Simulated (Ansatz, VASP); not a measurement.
TiHg3Sb2 in VASP and in Ansatz

```
Ti Hg Sb
1.0
     4.04681    0.00000    0.00000
     0.00000    4.04681    0.00000
     0.00000    0.00000   10.03063
Ti Hg Sb
1 3 2
Cartesian
  0.0000 0.0000 5.9964
  2.0234 0.0000 9.9628
  0.0000 2.0234 9.9628
  2.0234 2.0234 4.0674
  2.0234 2.0234 6.9048
  0.0000 0.0000 3.2283
```

Change from the starting cell: species swapped into the Zr2As3S type (P4mm, No. 99).

Alike in both runs: functional PBE; k mesh 4 × 4 × 2; occupations gaussian, width 0.1 eV; no spin polarisation.

Ansatz relaxed the structure, and its values are those at the end. VASP's run is a single point on that final structure, the one shown.

```csv
,VASP,Ansatz
version,VASP 6.6.1,Ansatz 0.2.0
potentials or method,"VASP PAW PBE potentials, release 64 (Ti_sv, Hg, Sb), cutoff 520 eV","scalar-relativistic, plane waves, PAW"
valence electrons in the cell,58,102
```

Ansatz gave:

| Item | Value |
| --- | --- |
| gap on the k mesh at the Fermi level (eV) | none |
| pressure (GPa) | 0.1 |
| rms of the force components (eV/Å) | 0.012 |

**Question.** What did VASP give for the same quantities?

**Answer.** gap on the k mesh at the Fermi level (eV): none; pressure (GPa): 0.2; rms of the force components (eV/Å): 0.018.

A gap of «none» marks a metal or a gap that the smearing closes. VASP's potentials hold 58 valence electrons a cell and Ansatz's 102, so a difference there can come from the potentials and not from the codes.

The k mesh is coarse, so the values compare programs but aren't converged. Neither program's run includes spin-orbit coupling.
